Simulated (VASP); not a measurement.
# Os (P6/mmm) in VASP: notebook

Runs on Os. Level: LDA. Tasks: single point.

All numbers are computed with VASP 6.6.1; they aren't measurements. Logs are shortened: lines on timing, memory, paths and dates and some standing lists are left out, and cuts for length are marked.

## 1. The cell of the first run

Symmetry: P6/mmm, No. 191, hexagonal system. The conventional cell has a = 4.208 Å, b = 4.208 Å, c = 2.643 Å, α = 90.00°, β = 90.00°, γ = 120.00°. Os (site symmetry 6/mmm) has 14 Os at 2.64 to 2.77 Å within 3.5 Å. Os (site symmetry -6m2) has 11 Os at 2.43 to 2.77 Å within 3.2 Å.

This isn't the form of Os at room conditions, which is hcp.

## 2. Single point, LDA (13.51 Å³/atom)

Contents of INCAR:

```
  ALGO = Normal
  EDIFF = 1E-6
  ENCUT = 560
  GGA_COMPAT = F
  ISIF = 2
  ISMEAR = -1
  LASPH = T
  LCHARG = F
  LREAL = F
  LWAVE = F
  NBANDS = 31
  NELM = 120
  PREC = Accurate
  SIGMA = 0.1
```

Contents of KPOINTS:

```
k-points
0
Gamma
  10 10 13
```

Contents of POSCAR:

```
Os
1.0
    4.2079292555      0.0000000000      0.0000000000
   -2.1039646277      3.6441736326      0.0000000000
    0.0000000000      0.0000000000      2.6431116442
Os
3
Direct
    1.0000000000      0.0000000000      1.0000000000
    0.3333333333      0.6666666667      0.5000000000
    0.6666666667      0.3333333333      0.5000000000
```

Potentials or basis: VASP PAW LDA potentials, release 64 (Os_sv_GW).

Started as:

```bash
$ cat potpaw_LDA.64/Os_sv_GW/POTCAR > POTCAR
$ mpirun -np 1 vasp_std > vasp.out
```

OUTCAR:

```text
EDIFF = 1E-6
   ENCUT = 560
   ISIF = 2
   ISMEAR = -1
   LASPH = T
   LREAL = F
   NELM = 120
   PREC = Accurate

 ion  position               nearest neighbor table
   1  0.000  0.000  0.000-   2 2.77   3 2.77   2 2.77   3 2.77   2 2.77   2 2.77   3 2.77   3 2.77
                             3 2.77   3 2.77   2 2.77   2 2.77
   2  0.333  0.667  0.500-   3 2.43   3 2.43   3 2.43   1 2.77   1 2.77   1 2.77   1 2.77   1 2.77
                             1 2.77
   3  0.667  0.333  0.500-   2 2.43   2 2.43   2 2.43   1 2.77   1 2.77   1 2.77   1 2.77   1 2.77
                             1 2.77

  LATTYP: Found a hexagonal cell.
 ALAT       =     4.2079292555
 C/A-ratio  =     0.6281264450

  Lattice vectors:

 A1 = (   4.2079292555,   0.0000000000,   0.0000000000)
 A2 = (  -2.1039646277,   3.6441736326,   0.0000000000)
 A3 = (   0.0000000000,   0.0000000000,   2.6431116442)

Analysis of symmetry for initial positions (statically):
=====================================================================
 Subroutine PRICEL returns:
 Original cell was already a primitive cell.

 Routine SETGRP: Setting up the symmetry group for a
 hexagonal supercell.

 Subroutine GETGRP returns: Found 24 space group operations
 (whereof 24 operations were pure point group operations)
 out of a pool of 24 trial point group operations.

The static configuration has the point symmetry D_6h.

Analysis of symmetry for dynamics (positions and initial velocities):
=====================================================================
 Subroutine PRICEL returns:
 Original cell was already a primitive cell.

 Routine SETGRP: Setting up the symmetry group for a
 hexagonal supercell.

 Subroutine GETGRP returns: Found 24 space group operations
 (whereof 24 operations were pure point group operations)
 out of a pool of 24 trial point group operations.

The dynamic configuration has the point symmetry D_6h.

 Subroutine INISYM returns: Found 24 space group operations
 (whereof 24 operations are pure point group operations),
 and found     1 'primitive' translations

----------------------------------------------------------------------------------------

                                     Primitive cell

  volume of cell :      40.5306

  direct lattice vectors                    reciprocal lattice vectors
     4.207929255  0.000000000  0.000000000     0.237646581  0.137205317  0.000000000
    -2.103964628  3.644173633  0.000000000     0.000000000  0.274410635  0.000000000
     0.000000000  0.000000000  2.643111644     0.000000000  0.000000000  0.378341945

  length of vectors
     4.207929255  4.207929255  2.643111644     0.274410635  0.274410635  0.378341945

  position of ions in fractional coordinates (direct lattice)
     0.000000000  0.000000000  0.000000000
     0.333333333  0.666666667  0.500000000
     0.666666667  0.333333333  0.500000000

  ion indices of the primitive-cell ions
   primitive index   ion index
                 1           1
                 2           2
                 3           3

----------------------------------------------------------------------------------------

 KPOINTS: k-points

Automatic generation of k-mesh.
 Grid dimensions read from file:
 generate k-points for:   10   10   13

 Generating k-lattice:

  Cartesian coordinates                     Fractional coordinates (reciprocal lattice)
     0.023764658  0.013720532  0.000000000     0.100000000  0.000000000  0.000000000
     0.000000000  0.027441063  0.000000000     0.000000000  0.100000000  0.000000000
     0.000000000  0.000000000  0.029103227     0.000000000  0.000000000  0.076923077

  Length of vectors
     0.027441063  0.027441063  0.029103227

  Shift w.r.t. Gamma in fractional coordinates (k-lattice)
     0.000000000  0.000000000  0.000000000

 Subroutine IBZKPT returns following result:
 ===========================================

 Found     98 irreducible k-points:

 Following reciprocal coordinates:
            Coordinates               Weight
  0.000000  0.000000  0.000000      1.000000
  0.100000  0.000000  0.000000      6.000000
  0.200000  0.000000  0.000000      6.000000
  0.300000  0.000000  0.000000      6.000000
  0.400000 -0.000000  0.000000      6.000000
  0.500000 -0.000000  0.000000      3.000000
[... 16 lines left out ...]
  0.300000  0.100000  0.076923     24.000000
  0.400000  0.100000  0.076923     24.000000
 [... further k-points ...]
   k-points           NKPTS =     98   k-points in BZ     NKDIM =     98   number of bands    NBANDS=     31
   number of dos      NEDOS =    301   number of ions     NIONS =      3
   total plane-waves  NPLWV =  20480
   dimension x,y,z NGX =    32 NGY =   32 NGZ =   20
   dimension x,y,z NGXF=    64 NGYF=   64 NGZF=   40
   ions per type =               3
   NGX,Y,Z   is equivalent  to a cutoff of  12.64, 12.64, 12.58 a.u.
   NGXF,Y,Z  is equivalent  to a cutoff of  25.28, 25.28, 25.16 a.u.
 SYSTEM =  unknown system
   PREC   = accura    normal or accurate (medium, high low for compatibility)
   ISTART =      0    job   : 0-new  1-cont  2-samecut
   ICHARG =      2    charge: 1-file 2-atom 10-const
   ISPIN  =      1    spin polarized calculation?
   LNONCOLLINEAR =      F non collinear calculations
   LSORBIT =      F    spin-orbit coupling
   LASPH  =      T    aspherical Exc in radial PAW
   ENCUT  =  560.0 eV  41.16 Ry    6.42 a.u.   8.12  8.12  5.10*2*pi/ulx,y,z
   NELM   =    120;   NELMIN=  2; NELMDL= -5     # of ELM steps
   EDIFF  = 0.1E-05   stopping-criterion for ELM
   LREAL  =      F    real-space projection
   EDIFFG = 0.1E-04   stopping-criterion for IOM
   NSW    =      0    number of steps for IOM
   IBRION =     -1    ionic relax: 0-MD 1-quasi-New 2-CG
   NFREE  =      0    steps in history (QN), initial steepest desc. (CG)
   ISIF   =      2    stress and relaxation
   ISYM   =      2    0-nonsym 1-usesym 2-fastsym
   POTIM  = 0.5000    time-step for ionic-motion
   TEBEG  =    0.0;   TEEND  =   0.0 temperature during run
   PSTRESS=    0.0 pullay stress
   NELECT =      48.0000    total number of electrons
   NUPDOWN=      -1.0000    fix difference up-down
   EMIN   =  10.00;   EMAX   =-10.00  energy-range for DOS
   EFERMI =   0.00;   METHOD = LEGACY
   ISMEAR =    -1;   SIGMA  =   0.10  broadening in eV -4-tet -1-fermi 0-gaus
   EFERMI_NEDOS =   21; number of points for ismear=-14 and -15
   IALGO  =     38    algorithm
   IMIX   =      4    mixing-type and parameters
     AMIX     =   0.40;   BMIX     =  1.00
     AMIX_MAG =   1.60;   BMIX_MAG =  1.00
  volume/ion in A,a.u.               =      13.51        91.17
  Fermi-wavevector in a.u.,A,eV,Ry     =   1.732052  3.273104 40.817531  3.000004
  Thomas-Fermi vector in A             =   2.806302
   LORBIT       =      0    0 simple, 1 ext, 2 COOP (PROOUT), +10 PAW based schemes
   GGA     = CA    functional components
   LHFCALC =     F    Hartree Fock is set to
   AEXX    =    0.0000 exact exchange contribution
   IVDW    =     0    specifies the selected vdW correction
   LEPSILON=     F    determine dielectric tensor
   LRPA    =     F    only Hartree local field effects (RPA)
 non-spin polarized calculation
  energy-cutoff  :      560.00
  volume of cell :       40.53
 maximum number of plane-waves:      1238
   NGX = 17   NGY = 17   NGZ = 11

 number of electron      48.0000001 magnetization

 Free energy of the ion-electron system (eV)
  ---------------------------------------------------
  ext. energy  EPLUGINS =         0.00000000
  ---------------------------------------------------
  free energy    TOTEN  =       -40.21943772 eV

  energy without entropy =      -40.15328028  energy(sigma->0) =      -40.18635900

 E-fermi :  14.4231     XC(G=0): -15.0124

 val. band max:       14.3792990351   @ k =   0.4000   0.1000   0.1538
 cond. band min:      14.4235198481   @ k =   0.3000   0.2000   0.2308
 fundamental gap:      0.0442208130
 Fermi energy:        14.4230521003

 k-point     1 :       0.0000    0.0000    0.0000
  band No.  band energies     occupation
      1     -72.0307      2.00000
      2     -71.9181      2.00000
      3     -71.7870      2.00000
      4     -32.1727      2.00000
      5     -32.1727      2.00000
      6     -31.8017      2.00000
[... 23 lines left out ...]
     30      23.5816      0.00000
     31      24.7160      0.00000

 k-point     2 :       0.1000    0.0000    0.0000
  band No.  band energies     occupation
      1     -72.0259      2.00000
      2     -71.9186      2.00000
      3     -71.7911      2.00000
      4     -32.2130      2.00000
      5     -32.1854      2.00000
      6     -31.7547      2.00000
[... 23 lines left out ...]
     30      22.9559      0.00000
     31      23.0051      0.00000

 k-point     3 :       0.2000    0.0000    0.0000
  band No.  band energies     occupation
      1     -72.0121      2.00000
      2     -71.9203      2.00000
      3     -71.8039      2.00000
      4     -32.2928      2.00000
      5     -32.1868      2.00000
      6     -31.6577      2.00000
[... 23 lines left out ...]
     30      21.2102      0.00000
     31      23.1517      0.00000

 k-point     4 :       0.3000    0.0000    0.0000
  band No.  band energies     occupation
      1     -71.9926      2.00000
      2     -71.9219      2.00000
      3     -71.8227      2.00000
      4     -32.3669      2.00000
      5     -32.1348      2.00000
      6     -31.5593      2.00000
[... 23 lines left out ...]
     30      19.5362      0.00000
     31      23.7041      0.00000

 k-point     5 :       0.4000   -0.0000    0.0000
  band No.  band energies     occupation
      1     -71.9734      2.00000
      2     -71.9220      2.00000
      3     -71.8419      2.00000
      4     -32.4165      2.00000
      5     -32.0245      2.00000
      6     -31.6184      2.00000
[... 23 lines left out ...]
     30      18.0549      0.00000
     31      24.1758      0.00000
[... 542 lines left out ...]
     30      21.6378      0.00000
     31      23.1962      0.00000

 k-point    22 :       0.2000    0.1000    0.0769
  band No.  band energies     occupation
      1     -71.9961      2.00000
      2     -71.9198      2.00000
      3     -71.8130      2.00000
      4     -32.3140      2.00000
      5     -32.1744      2.00000
      6     -31.5881      2.00000
[... 23 lines left out ...]
     30      20.1709      0.00000
     31      23.9201      0.00000

 k-point    23 :       0.3000    0.1000    0.0769
  band No.  band energies     occupation
      1     -71.9770      2.00000
      2     -71.9193      2.00000
      3     -71.8331      2.00000
      4     -32.3664      2.00000
      5     -32.0983      2.00000
      6     -31.5843      2.00000
[... 23 lines left out ...]
     30      18.7737      0.00000
     31      24.4422      0.00000

 k-point    24 :       0.4000    0.1000    0.0769
  band No.  band energies     occupation
      1     -71.9636      2.00000
      2     -71.9162      2.00000
      3     -71.8498      2.00000
      4     -32.3959      2.00000
      5     -31.9798      2.00000
      6     -31.7213      2.00000
[... 23 lines left out ...]
     30      17.5828      0.00000
     31      24.7564      0.00000

 [... further k-points ...]

------------------------ aborting loop because EDIFF is reached ----------------------------------------

  FORCE on cell =-STRESS in cart. coord.  units (eV):
  Direction    XX          YY          ZZ          XY          YZ          ZX
  --------------------------------------------------------------------------------------
  -------------------------------------------------------------------------------------
  Total        5.1403207      5.1403207      4.5576180      0.0000000      0.0000000      0.0000000
  in kB      203.1972371    203.1972371    180.1629590      0.0000000      0.0000000      0.0000000
  external PRESSURE =     195.5191444 kB  Pullay stress =       0.0000000 kB

 VOLUME and BASIS-vectors are now :
 -----------------------------------------------------------------------------
  energy-cutoff  :      560.00
  volume of cell :       40.53
      direct lattice vectors                 reciprocal lattice vectors
     4.207929255  0.000000000  0.000000000     0.237646581  0.137205317  0.000000000
    -2.103964628  3.644173633  0.000000000     0.000000000  0.274410635  0.000000000
     0.000000000  0.000000000  2.643111644     0.000000000  0.000000000  0.378341945

 POSITION                                       TOTAL-FORCE (eV/Angst)
 -----------------------------------------------------------------------------------
      0.00000      0.00000      0.00000         0.000000      0.000000      0.000000
     -0.00000      2.42945      1.32156         0.000000      0.000000      0.000000
      2.10396      1.21472      1.32156        -0.000000     -0.000000      0.000000
 -----------------------------------------------------------------------------------
    total drift:                               -0.000000      0.000000      0.000000

  FREE ENERGIE OF THE ION-ELECTRON SYSTEM (eV)
  ---------------------------------------------------
  free  energy   TOTEN  =       -40.2194377201 eV

  energy  without entropy=      -40.1532802769  energy(sigma->0) =      -40.18635900
```

Run time: 76 s. Hardware: 1 thread of Intel Xeon Platinum 8488C (Sapphire Rapids), shared host; peak memory 0.21 GiB.

Results:

```
Free energy            : -40.2194 eV
Pressure               : 19.6 GPa
Band gap on the k mesh : zero (bands 24 and 25 overlap by 2.87 eV)
```

Stress tensor (GPa, compression positive):
```
20.32  0.00  0.00
 0.00 20.32  0.00
 0.00  0.00 18.02
```

Caveat: the cell stands under pressure; spin-orbit coupling is left out, which moves the levels of the heavy elements.

[end of part 1 of 2]

The gap in the log of VASP goes by the Fermi energy; the results here count the filled bands.